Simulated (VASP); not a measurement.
# NaCl (Fm-3m) in VASP: a series of runs

The runs below take NaCl through single point, with RPBE+D3(BJ), PBE.

Everything below comes from runs of VASP 6.6.1. Logs are shortened: lines on timing, memory, paths and dates and some standing lists are left out, and cuts for length are marked.

### Step 1. The cell of the first run

The structure is cubic, space group Fm-3m (No. 225). Conventional cell: a = 5.226 Å, b = 5.226 Å, c = 5.226 Å, α = 90.00°, β = 90.00°, γ = 90.00°. Within 3.4 Å of Cl (site symmetry m-3m) lie 6 Na at 2.61 Å. Na (site symmetry m-3m) has 6 Cl at 2.61 Å within 3.4 Å.

### Step 2. Single point, RPBE+D3(BJ)

Contents of INCAR:

```
PREC     = Accurate       # precision mode
ENCUT    = 520            # plane-wave cutoff, eV
EDIFF    = 1E-6           # SCF threshold, eV
ISMEAR   = -1             # smearing method
SIGMA    = 0.05           # smearing width, eV
LREAL    = F              # projectors in reciprocal space
LASPH    = T              # aspherical terms in the spheres
NELM     = 60             # most SCF steps
ALGO     = Normal         # electronic algorithm
ISIF     = 2              # what is computed and relaxed
LWAVE    = F              # write WAVECAR
LCHARG   = T              # write CHGCAR
GGA      = RP             # functional
IVDW     = 12             # dispersion correction
LELF     = T              # ELF
LVHAR    = T            
NBANDS   = 14             # bands
```

Contents of KPOINTS:

```
regular mesh
0
Gamma
  8 8 8
```

Contents of POSCAR:

```
NaCl
1.0
    0.0000000000      2.6131897091      2.6131897091
    2.6131897091      0.0000000000      2.6131897091
    2.6131897091      2.6131897091      0.0000000000
Cl Na
1 1
Direct
    0.5000000000      0.5000000000      0.5000000000
    0.0000000000      0.0000000000      0.0000000000
```

Potentials or basis: VASP PAW PBE potentials, release 64 (Cl, Na_pv).

On the command line:

```
$ cat potpaw_PBE.64/Cl/POTCAR potpaw_PBE.64/Na_pv/POTCAR > POTCAR
$ mpirun -np 1 vasp_std > vasp.out
```

OUTCAR:

```text
PREC = Accurate
   ENCUT = 520
   EDIFF = 1E-6
   ISMEAR = -1
   LREAL = F
   LASPH = T
   NELM = 60
   ISIF = 2
   GGA = RP
   IVDW = 12
 IVDW          = 12

 ion  position               nearest neighbor table
   1  0.500  0.500  0.500-   2 2.61   2 2.61   2 2.61   2 2.61   2 2.61   2 2.61
   2  0.000  0.000  0.000-   1 2.61   1 2.61   1 2.61   1 2.61   1 2.61   1 2.61

  LATTYP: Found a face centered cubic cell.
 ALAT       =     5.2263794182

  Lattice vectors:

 A1 = (   0.0000000000,   2.6131897091,   2.6131897091)
 A2 = (   2.6131897091,   0.0000000000,   2.6131897091)
 A3 = (   2.6131897091,   2.6131897091,   0.0000000000)

Analysis of symmetry for initial positions (statically):
=====================================================================
 Subroutine PRICEL returns:
 Original cell was already a primitive cell.

 Routine SETGRP: Setting up the symmetry group for a
 face centered cubic supercell.

 Subroutine GETGRP returns: Found 48 space group operations
 (whereof 48 operations were pure point group operations)
 out of a pool of 48 trial point group operations.

The static configuration has the point symmetry O_h .

Analysis of symmetry for dynamics (positions and initial velocities):
=====================================================================
 Subroutine PRICEL returns:
 Original cell was already a primitive cell.

 Routine SETGRP: Setting up the symmetry group for a
 face centered cubic supercell.

 Subroutine GETGRP returns: Found 48 space group operations
 (whereof 48 operations were pure point group operations)
 out of a pool of 48 trial point group operations.

The dynamic configuration has the point symmetry O_h .

 Subroutine INISYM returns: Found 48 space group operations
 (whereof 48 operations are pure point group operations),
 and found     1 'primitive' translations

----------------------------------------------------------------------------------------

                                     Primitive cell

  volume of cell :      35.6897

  direct lattice vectors                    reciprocal lattice vectors
     0.000000000  2.613189709  2.613189709    -0.191337046  0.191337046  0.191337046
     2.613189709  0.000000000  2.613189709     0.191337046 -0.191337046  0.191337046
     2.613189709  2.613189709  0.000000000     0.191337046  0.191337046 -0.191337046

  length of vectors
     3.695608328  3.695608328  3.695608328     0.331405485  0.331405485  0.331405485

  position of ions in fractional coordinates (direct lattice)
     0.500000000  0.500000000  0.500000000
     0.000000000  0.000000000  0.000000000

  ion indices of the primitive-cell ions
   primitive index   ion index
[... 86 lines left out ...]
   NUPDOWN=      -1.0000    fix difference up-down
   EMIN   =  10.00;   EMAX   =-10.00  energy-range for DOS
   EFERMI =   0.00;   METHOD = LEGACY
   ISMEAR =    -1;   SIGMA  =   0.05  broadening in eV -4-tet -1-fermi 0-gaus
   EFERMI_NEDOS =   21; number of points for ismear=-14 and -15
   IALGO  =     38    algorithm
   IMIX   =      4    mixing-type and parameters
     AMIX     =   0.40;   BMIX     =  1.00
     AMIX_MAG =   1.60;   BMIX_MAG =  1.00
  volume/ion in A,a.u.               =      17.84       120.42
  Fermi-wavevector in a.u.,A,eV,Ry     =   1.198404  2.264655 19.540307  1.436172
  Thomas-Fermi vector in A             =   2.334294
   LORBIT       =      0    0 simple, 1 ext, 2 COOP (PROOUT), +10 PAW based schemes
   GGA     = RP    functional components
   LHFCALC =     F    Hartree Fock is set to
   AEXX    =    0.0000 exact exchange contribution
   IVDW    =    12    specifies the selected vdW correction
   LEPSILON=     F    determine dielectric tensor
   LRPA    =     F    only Hartree local field effects (RPA)
 non-spin polarized calculation
  energy-cutoff  :      520.00
  volume of cell :       35.69
 maximum number of plane-waves:       982
   NGX = 13   NGY = 13   NGZ = 13

 number of electron      14.0000004 magnetization

 Free energy of the ion-electron system (eV)
  ---------------------------------------------------
  ext. energy  EPLUGINS =         0.00000000
  ---------------------------------------------------
  free energy    TOTEN  =        -6.00552884 eV

  energy without entropy =       -6.00552884  energy(sigma->0) =       -6.00552884

 E-fermi :   1.9937     XC(G=0):  -8.8814

 val. band max:        0.9408884675   @ k =   0.0000   0.0000   0.0000
 cond. band min:       7.4081016782   @ k =   0.0000   0.0000   0.0000
 fundamental gap:      6.4672132108
 Fermi energy:         1.9936718160

 k-point     1 :       0.0000    0.0000    0.0000
  band No.  band energies     occupation
      1     -19.5414      2.00000
      2     -19.5414      2.00000
      3     -19.5414      2.00000
      4     -12.3488      2.00000
      5       0.9409      2.00000
      6       0.9409      2.00000
      7       0.9409      2.00000
      8       7.4081      0.00000
      9      12.3436      0.00000
     10      12.3436      0.00000
     11      12.3436      0.00000
     12      14.7800      0.00000
     13      14.7800      0.00000
     14      16.9997      0.00000
[... 377 lines left out ...]
      1     -19.6063      2.00000
      2     -19.5615      2.00000
      3     -19.5518      2.00000
      4     -11.6618      2.00000
      5      -1.3489      2.00000
      6      -0.1585      2.00000
      7       0.3265      2.00000
      8      10.0462      0.00000
      9      11.4214      0.00000
     10      12.5781      0.00000
     11      13.6508      0.00000
     12      16.6195      0.00000
     13      18.3633      0.00000
     14      19.1150      0.00000

 [... further k-points ...]

------------------------ aborting loop because EDIFF is reached ----------------------------------------

 Edisp (eV)   -2.41332

 E8    (eV) :    -1.5126

  FORCE on cell =-STRESS in cart. coord.  units (eV):
  Direction    XX          YY          ZZ          XY          YZ          ZX
  --------------------------------------------------------------------------------------
  -------------------------------------------------------------------------------------
  Total      -0.00394    -0.00394    -0.00394     0.00000     0.00000    -0.00000
  in kB      -0.17680    -0.17680    -0.17680     0.00000     0.00000    -0.00000
  external pressure =       -0.18 kB  Pullay stress =        0.00 kB

 VOLUME and BASIS-vectors are now :
 -----------------------------------------------------------------------------
  energy-cutoff  :      520.00
  volume of cell :       35.69
      direct lattice vectors                 reciprocal lattice vectors
     0.000000000  2.613189709  2.613189709    -0.191337046  0.191337046  0.191337046
     2.613189709  0.000000000  2.613189709     0.191337046 -0.191337046  0.191337046
     2.613189709  2.613189709  0.000000000     0.191337046  0.191337046 -0.191337046

 POSITION                                       TOTAL-FORCE (eV/Angst)
 -----------------------------------------------------------------------------------
      2.61319      2.61319      2.61319        -0.000000     -0.000000     -0.000000
      0.00000      0.00000      0.00000         0.000000      0.000000      0.000000
 -----------------------------------------------------------------------------------
    total drift:                                0.000000      0.000000      0.000000

  FREE ENERGIE OF THE ION-ELECTRON SYSTEM (eV)
  ---------------------------------------------------
  free  energy   TOTEN  =        -8.4188512279 eV

  energy  without entropy=       -8.4188512278  energy(sigma->0) =       -8.41885123
```

OSZICAR:

```text
N       E                     dE             d eps       ncg     rms          rms(c)
DAV:   1     0.104916111660E+03    0.10492E+03   -0.71894E+03   830   0.107E+03
DAV:   2     0.139365769597E+01   -0.10352E+03   -0.95288E+02   892   0.279E+02
DAV:   3    -0.606500708723E+01   -0.74587E+01   -0.74195E+01  1058   0.721E+01
DAV:   4    -0.617424713003E+01   -0.10924E+00   -0.10921E+00   878   0.909E+00
DAV:   5    -0.617640362463E+01   -0.21565E-02   -0.21564E-02  1104   0.134E+00    0.267E+00
DAV:   6    -0.600573756782E+01    0.17067E+00   -0.25909E-01   968   0.331E+00    0.212E+00
DAV:   7    -0.599689072488E+01    0.88468E-02   -0.10387E-01   992   0.224E+00    0.137E+00
DAV:   8    -0.600544482839E+01   -0.85541E-02   -0.15052E-02   890   0.110E+00    0.304E-01
DAV:   9    -0.600532403463E+01    0.12079E-03   -0.26778E-04  1028   0.147E-01    0.129E-01
DAV:  10    -0.600551072070E+01   -0.18669E-03   -0.27578E-04   914   0.164E-01    0.294E-02
DAV:  11    -0.600552596365E+01   -0.15243E-04   -0.24617E-05  1022   0.476E-02    0.486E-03
DAV:  12    -0.600552854837E+01   -0.25847E-05   -0.45605E-06   878   0.209E-02    0.260E-03
DAV:  13    -0.600552884321E+01   -0.29484E-06   -0.35862E-07   990   0.464E-03
   1 F= -.84188512E+01 E0= -.84188512E+01  d E =-.315402E-10
```

stdout:

```text
POSCAR found type information on POSCAR ClNa
 POSCAR found :  2 types and       2 ions
 scaLAPACK will be used
 -----------------------------------------------------------------------------
|                                                                             |
|                                                                             |
|     You enforced a specific xc type in the INCAR file but a different       |
|     I HOPE YOU KNOW WHAT YOU ARE DOING!                                     |
|                                                                             |
 -----------------------------------------------------------------------------

 LDA part: xc-table for (Slater+PW92), standard interpolation
 POSCAR, INCAR and KPOINTS ok, starting setup
 FFT: planning ... GRIDC
 FFT: planning ... GRID_SOFT
 FFT: planning ... GRID
 WAVECAR not read
 entering main loop
```

Run time: 18 s. Hardware: 1 thread of Intel Xeon Platinum 8259CL at 2.50GHz (Skylake/Cascade Lake), shared host; peak memory 0.16 GiB.

Results:

- Free energy: -8.4189 eV
- Pressure: 0.0 GPa
- Band gap on the k mesh: 6.47 eV, direct
- Dispersion energy per atom: -1.207 eV

Caveat: the PAW data sets were made with another functional, which shifts forces and pressure a little.

### Step 3. Single point, PBE

This run uses another cell than the first one, of 21.81 Å³/atom, 1.222 times its volume.

Contents of INCAR:

```
PREC = Accurate
ENCUT = 520
EDIFF = 1E-6
ISMEAR = 0
SIGMA = 0.023
LREAL = F
LASPH = T
NELM = 80
ALGO = Normal
ISIF = 2
LWAVE = F
LCHARG = F
GGA = PE
NBANDS = 14
```

KPOINTS is that of step 2.

Contents of POSCAR:

```
NaCl
1.0
    0.0000000000      2.7940632177      2.7940632177
    2.7940632177      0.0000000000      2.7940632177
    2.7940632177      2.7940632177      0.0000000000
Cl Na
1 1
Direct
    0.5000000000      0.5000000000      0.5000000000
    0.0000000000      0.0000000000      0.0000000000
```

Potentials or basis: VASP PAW PBE potentials, release 64 (Cl, Na_pv).

On the command line:

```
$ cat potpaw_PBE.64/Cl/POTCAR potpaw_PBE.64/Na_pv/POTCAR > POTCAR
$ mpirun -np 1 vasp_std > vasp.out
```

Wall time 18 s (1 thread of Intel Xeon Platinum 8259CL at 2.50GHz (Skylake/Cascade Lake), shared host); peak memory 0.16 GiB.

Results (log left out):

```
Free energy            : -6.7658 eV
Pressure               : 1.5 GPa
Band gap on the k mesh : 5.22 eV, direct
```

Levels at points of the mesh, in eV from the valence-band top:
| k point | band 4 | band 5 | band 6 | band 7 | band 8 | band 9 | band 10 | band 11 |
| --- | --- | --- | --- | --- | --- | --- | --- | --- |
| (0.00, 0.00, 0.00) | -12.72 | 0.00 | 0.00 | 0.00 | 5.22 | 11.15 | 11.15 | 11.15 |
| (0.50, 0.00, 0.00) | -12.36 | -2.01 | -0.28 | -0.28 | 7.32 | 10.85 | 11.04 | 11.04 |
| (0.50, 0.50, 0.00) | -12.31 | -1.73 | -0.62 | -0.62 | 7.62 | 8.06 | 11.52 | 15.03 |

A hybrid or GW would open this gap; PBE tends to underestimate it.

### Step 4. Single point, PBE

This run uses another cell than the first one, of 21.81 Å³/atom, 1.222 times its volume.

Contents of INCAR:

```
SYSTEM = NaCl
PREC = Accurate
ENCUT = 520
EDIFF = 1E-7
ISMEAR = 0
SIGMA = 0.03
LREAL = .False.
LASPH = .True.
NELM = 80
ALGO = Normal
ISIF = 2
LWAVE = .False.
LCHARG = .False.
GGA = PE
NBANDS = 14
```

Contents of KPOINTS:

```
regular mesh
0
Gamma
  8 8 8
  0 0 0
```

POSCAR is that of step 3.

Potentials or basis: VASP PAW PBE potentials, release 64 (Cl, Na_pv).

On the command line:

```
$ cat potpaw_PBE.64/Cl/POTCAR potpaw_PBE.64/Na_pv/POTCAR > POTCAR
$ mpirun -np 1 vasp_std > vasp.out
```

OUTCAR:

```text
SYSTEM = NaCl
   PREC = Accurate
   ENCUT = 520
   EDIFF = 1E-7
   ISMEAR = 0
   LREAL = .False.
   LASPH = .True.
   NELM = 80
   ISIF = 2
   GGA = PE

 ion  position               nearest neighbor table
   1  0.500  0.500  0.500-
   2  0.000  0.000  0.000-

  LATTYP: Found a face centered cubic cell.
 ALAT       =     5.5881264354

  Lattice vectors:

 A1 = (   0.0000000000,   2.7940632177,   2.7940632177)
 A2 = (   2.7940632177,   0.0000000000,   2.7940632177)
 A3 = (   2.7940632177,   2.7940632177,   0.0000000000)

Analysis of symmetry for initial positions (statically):
=====================================================================
 Subroutine PRICEL returns:
 Original cell was already a primitive cell.

 Routine SETGRP: Setting up the symmetry group for a
 face centered cubic supercell.

 Subroutine GETGRP returns: Found 48 space group operations
 (whereof 48 operations were pure point group operations)
 out of a pool of 48 trial point group operations.

The static configuration has the point symmetry O_h .

Analysis of symmetry for dynamics (positions and initial velocities):
=====================================================================
 Subroutine PRICEL returns:
 Original cell was already a primitive cell.

 Routine SETGRP: Setting up the symmetry group for a
 face centered cubic supercell.

 Subroutine GETGRP returns: Found 48 space group operations
 (whereof 48 operations were pure point group operations)
 out of a pool of 48 trial point group operations.

The dynamic configuration has the point symmetry O_h .

 Subroutine INISYM returns: Found 48 space group operations
 (whereof 48 operations are pure point group operations),
 and found     1 'primitive' translations

[... 120 lines left out ...]
   LHFCALC =     F    Hartree Fock is set to
   AEXX    =    0.0000 exact exchange contribution
   IVDW    =     0    specifies the selected vdW correction
   LEPSILON=     F    determine dielectric tensor
   LRPA    =     F    only Hartree local field effects (RPA)
 non-spin polarized calculation
 Gauss-broadening in eV      SIGMA  =   0.03
  energy-cutoff  :      520.00
  volume of cell :       43.63
 maximum number of plane-waves:      1211
 NGX is ok and might be reduce to    30
   NGX = 15   NGY = 15   NGZ = 15

 number of electron      14.0000007 magnetization

 Free energy of the ion-electron system (eV)
  ---------------------------------------------------
  ext. energy  EPLUGINS =         0.00000000
  ---------------------------------------------------
  free energy    TOTEN  =        -6.76581687 eV

  energy without entropy =       -6.76581687  energy(sigma->0) =       -6.76581687

 E-fermi :  -0.4431     XC(G=0):  -8.2852

 val. band max:       -0.5684516784   @ k =   0.0000   0.0000   0.0000
 cond. band min:       4.6481840360   @ k =   0.0000   0.0000   0.0000
 fundamental gap:      5.2166357144
 Fermi energy:        -0.4430791006

 k-point     1 :       0.0000    0.0000    0.0000
  band No.  band energies     occupation
      1     -21.3343      2.00000
      2     -21.3343      2.00000
      3     -21.3343      2.00000
      4     -13.2912      2.00000
      5      -0.5685      2.00000
      6      -0.5685      2.00000
      7      -0.5685      2.00000
      8       4.6482      0.00000
      9      10.5798      0.00000
     10      10.5798      0.00000
     11      10.5798      0.00000
     12      12.7768      0.00000
     13      12.7768      0.00000
     14      14.4305      0.00000
[... 377 lines left out ...]
      1     -21.3610      2.00000
      2     -21.3434      2.00000
      3     -21.3392      2.00000
      4     -12.8914      2.00000
      5      -2.2920      2.00000
      6      -1.3675      2.00000
      7      -1.0012      2.00000
      8       7.8335      0.00000
      9       9.0919      0.00000
     10       9.8100      0.00000
     11      11.2671      0.00000
     12      13.9270      0.00000
     13      15.2283      0.00000
     14      16.2332      0.00000

 [... further k-points ...]

------------------------ aborting loop because EDIFF is reached ----------------------------------------

  FORCE on cell =-STRESS in cart. coord.  units (eV):
  Direction    XX          YY          ZZ          XY          YZ          ZX
  --------------------------------------------------------------------------------------
  -------------------------------------------------------------------------------------
  Total        0.4133518      0.4133518      0.4133518      0.0000000      0.0000000      0.0000000
  in kB       15.1806966     15.1806966     15.1806966      0.0000000      0.0000000      0.0000000
  external PRESSURE =      15.1806966 kB  Pullay stress =       0.0000000 kB

 VOLUME and BASIS-vectors are now :
 -----------------------------------------------------------------------------
  energy-cutoff  :      520.00
  volume of cell :       43.63
      direct lattice vectors                 reciprocal lattice vectors
     0.000000000  2.794063218  2.794063218    -0.178950854  0.178950854  0.178950854
     2.794063218  0.000000000  2.794063218     0.178950854 -0.178950854  0.178950854
     2.794063218  2.794063218  0.000000000     0.178950854  0.178950854 -0.178950854

 POSITION                                       TOTAL-FORCE (eV/Angst)
 -----------------------------------------------------------------------------------
      2.79406      2.79406      2.79406        -0.000000     -0.000000     -0.000000
      0.00000      0.00000      0.00000         0.000000      0.000000      0.000000
 -----------------------------------------------------------------------------------
    total drift:                               -0.000000      0.000000      0.000000

  FREE ENERGIE OF THE ION-ELECTRON SYSTEM (eV)
  ---------------------------------------------------
  free  energy   TOTEN  =        -6.7658168742 eV

  energy  without entropy=       -6.7658168742  energy(sigma->0) =       -6.76581687
```

Run time: 22 s. Hardware: 1 thread of Intel Xeon Platinum 8259CL at 2.50GHz (Skylake/Cascade Lake), shared host; peak memory 0.16 GiB.

What came out:

```
Free energy            : -6.7658 eV
Pressure               : 1.5 GPa
Band gap on the k mesh : 5.22 eV, direct
```

Levels at points of the mesh, in eV from the valence-band top:
```csv
k point,band 3,band 4,band 5,band 6,band 7,band 8,band 9,band 10,band 11,band 12
"(0.00, 0.00, 0.00)",-20.77,-12.72,0.00,0.00,0.00,5.22,11.15,11.15,11.15,13.35
"(0.50, 0.00, 0.00)",-20.77,-12.36,-2.01,-0.28,-0.28,7.32,10.85,11.04,11.04,15.17
"(0.50, 0.50, 0.00)",-20.77,-12.31,-1.73,-0.62,-0.62,7.62,8.06,11.52,15.03,15.03
```

### Step 5. Overview

```tsv
level	cell	smearing	gap on the mesh (eV)	pressure (GPa)
RPBE+D3(BJ)	a = 3.696 Å, angles 60.0°, 2 atoms	fermi-dirac 0.05 eV	6.47	0.0
PBE	a = 3.951 Å, angles 60.0°, 2 atoms	gaussian 0.023 eV	5.22	1.5
PBE	a = 3.951 Å, angles 60.0°, 2 atoms	gaussian 0.03 eV	5.22	1.5
```

Alike in all rows: task single point; potentials or basis VASP PAW PBE potentials, release 64 (Cl, Na_pv); no spin polarisation; k mesh 8 × 8 × 8; cutoff (eV) 520.

Caveats: the PAW data sets were made with another functional, which shifts forces and pressure a little (some runs).

Total energies depend on the potentials used, so only differences within one code and one set of settings carry meaning.
